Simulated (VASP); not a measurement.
# Zn6S5 (a cell with a defect): relaxation of the atoms with PBE

The system is Zn6S5 (a cell with a defect).

```
Zn S
1.0
     0.00000    0.00000   -6.30464
    -5.76610   -3.32906    0.00000
     0.00000    6.65812    0.00000
Zn S
6 5
Direct
  0.07741 0.66667 0.66667
  0.99378 0.00000 0.33333
  0.99378 0.33333 0.00000
  0.48533 0.31286 0.31286
  0.48533 0.66667 0.02048
  0.48533 0.02048 0.66667
  0.62364 0.00000 0.33333
  0.62364 0.33333 0.00000
  0.11883 0.32790 0.32790
  0.11883 0.66667 0.00543
  0.11883 0.00543 0.66667
```

This cell differs from its parent crystal: atoms taken out.

```
Program                : VASP 6.6.1
Task                   : relaxation of the atoms
Functional             : PBE
Potentials or basis    : VASP PAW PBE potentials, release 64 (Zn, S)
Cutoff                 : 520 eV
k mesh                 : 2 × 2 × 2
Occupations            : gaussian, width 0.01 eV
Spin                   : no spin polarisation
Dipole correction      : no
Charge                 : 2
Further INCAR settings : ALGO = Normal; EDIFF = 1e-06; IBRION = 2; EDIFFG = -0.025; NSW = 65; NELECT = 100.0
```

The energy gained by relaxing is 65.7 meV/atom, the ionic steps are 14 and the largest force after relaxing is 0.014 eV/Å.

Forces on the atoms (eV/Å):
```
Zn   0.000  0.000 -0.014
Zn   0.000  0.000 -0.003
Zn   0.000  0.000 -0.003
Zn  -0.002  0.001 -0.006
Zn   0.000 -0.003 -0.006
Zn   0.002  0.001 -0.006
S    0.000  0.000  0.008
S    0.000  0.000  0.008
S   -0.007  0.004  0.008
S    0.000 -0.008  0.008
S    0.007  0.004  0.008
```

Step by step:
```csv
step,energy change (eV),largest force (eV/Å),pressure (GPa)
1,0.0000,1.0932,-7.83
2,-0.1774,0.9173,-7.37
3,-0.4508,0.7311,-6.09
4,-0.6069,0.3361,-5.98
5,-0.6629,0.3470,-5.76
6,-0.6970,0.1818,-5.53
7,-0.7016,0.2014,-5.43
8,-0.7154,0.1591,-5.31
9,-0.7165,0.1468,-5.25
10,-0.7198,0.1054,-5.20
11,-0.7207,0.0961,-5.18
12,-0.7225,0.0373,-5.15
13,-0.7226,0.0409,-5.16
14,-0.7229,0.0140,-5.14
```

Final structure:
```xyz
11
Lattice="0.0000 0.0000 -6.3046 -5.7661 -3.3291 0.0000 0.0000 6.6581 0.0000" Properties=species:S:1:pos:R:3 pbc="T T T"
Zn   -3.8441    2.2194   -0.6405
Zn    0.0000    2.2194   -0.0058
Zn   -1.9220   -1.1097   -0.0058
Zn   -1.4096    0.8138   -2.9372
Zn   -3.8441   -1.6277   -2.9372
Zn   -0.5124    4.1429   -2.9372
S     0.0000    2.2194   -3.9927
S    -1.9220   -1.1097   -3.9927
S    -1.8919    1.0923   -0.7503
S    -3.8441   -2.1846   -0.7503
S    -0.0301    4.4214   -0.7503
```

Levels at points of the mesh, in eV from the Fermi level:
| k point | band 47 | band 48 | band 49 | band 50 | band 51 | band 52 | band 53 | band 54 |
| --- | --- | --- | --- | --- | --- | --- | --- | --- |
| (0.00, 0.00, 0.00) | -1.32 | -0.41 | -0.11 | -0.11 | 2.03 | 3.43 | 4.41 | 4.41 |
| (0.50, 0.00, 0.00) | -0.92 | -0.92 | -0.22 | -0.22 | 3.22 | 3.38 | 4.40 | 4.60 |
| (0.00, 0.50, 0.00) | -1.14 | -1.02 | -0.56 | -0.45 | 3.56 | 3.88 | 3.97 | 4.22 |
| (0.50, 0.50, 0.00) | -1.34 | -1.27 | -1.25 | -1.07 | 3.10 | 3.68 | 4.20 | 4.50 |

Run time: 19 min on 1 thread of Intel Xeon 8259CL (shared host), peak memory 0.36 GiB.

Caveat: the k points lie up to 0.54 Å⁻¹ apart; the cell carries a net charge on a neutralising background, which shifts energy and pressure; the cell differs from its parent crystal (atoms taken out); the cell is charged against a uniform background, so pressure and absolute levels hang on convention.
